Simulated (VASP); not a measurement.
Set up this calculation in VASP 6.6.1, as the native input.

| Property | Result |
| --- | --- |
| Task | single point |
| Functional | LDA |
| Potentials or basis | VASP PAW LDA potentials, release 64 (Li_sv, F) |
| Cutoff | 520 eV |
| k mesh | 9 × 9 × 6 |
| Occupations | gaussian, width 0.05 eV |
| Spin | no spin polarisation |
| Dipole correction | no |
| Further INCAR settings | ALGO = Normal; EDIFF = 1e-06; NBANDS = 18 |

The structure of LiF lies in POSCAR:

```
LiF
1.0
    3.0140916337      0.0000000000      0.0000000000
   -1.5070458168      2.6102799241      0.0000000000
    0.0000000000      0.0000000000      4.7086139501
Li F
2 2
Direct
    0.3333333333      0.6666666667      0.3371874601
    0.6666666667      0.3333333333      0.8371874601
    0.3333333333      0.6666666667      0.9910195924
    0.6666666667      0.3333333333      0.4910195924
```

This cell differs from its parent crystal: atoms shifted along a free coordinate, c/a of the conventional cell at fixed volume 1.5622.

One way to write it, as run:

INCAR

```
SYSTEM = LiF
ALGO = Normal ; EDIFF = 1E-6
ENCUT = 520 ; GGA = CA
ISIF = 2 ; ISMEAR = 0
LASPH = .TRUE. ; LCHARG = .FALSE.
LREAL = .FALSE. ; LWAVE = .FALSE.
NBANDS = 18 ; NELM = 100
PREC = Accurate ; SIGMA = 0.05
```

KPOINTS

```
k-points
0
G
  9 9 6
  0 0 0
```

Potentials or basis: VASP PAW LDA potentials, release 64 (Li_sv, F).

Launch:

```sh
$ cat potpaw_LDA.64/Li_sv/POTCAR potpaw_LDA.64/F/POTCAR > POTCAR
$ mpirun -np 1 vasp_std > vasp.out
```

It gave:

```json
{
  "Largest force": "1.411 eV/Å",
  "Band gap on the k mesh": "7.88 eV"
}
```

Caveat: forces of over 1 eV/Å act on the atoms, so gaps and moduli don't describe the material at rest.

Run time: 18 s on 1 thread of Intel(R) Xeon(R) Platinum 8259CL CPU @ 2.50GHz (Skylake/Cascade Lake), on a shared host, peak memory 0.14 GiB.
